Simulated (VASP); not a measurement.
ZnS:

```xyz
6
Lattice="1.9031 1.0987 9.3519 -1.9031 1.0987 9.3519 0.0000 -2.1975 9.3519" Properties=species:S:1:pos:R:3 pbc="T T T"
Zn    0.0000    0.0000   28.0550
Zn    0.0000    0.0000    6.2359
Zn    0.0000    0.0000   12.4740
S     0.0000    0.0000    2.3361
S     0.0000    0.0000   14.8091
S     0.0000    0.0000    8.5672
```

Base run:

* Program: VASP 6.6.1
* Functional: LDA
* Potentials or basis: VASP PAW LDA potentials, release 64 (Zn, S)
* Cutoff: 500 eV
* k mesh: 6 × 6 × 6
* Occupations: gaussian, width 0.01 eV
* Spin: no spin polarisation
* Hubbard terms: Zn d U = 4.0 eV

Its results: band gap on the k mesh 2.22 eV; pressure -5.1 GPa; largest force 0.019 eV/Å.

The run is repeated on the same cell with these changes: hubbard terms from Zn d U = 4.0 eV to Zn d U = 6.0 eV. What comes out?

Band gap on the k mesh 2.34 eV; pressure -6.0 GPa; largest force 0.022 eV/Å.

Caveats: the cell stands under tension.

A k mesh can miss the band edges.
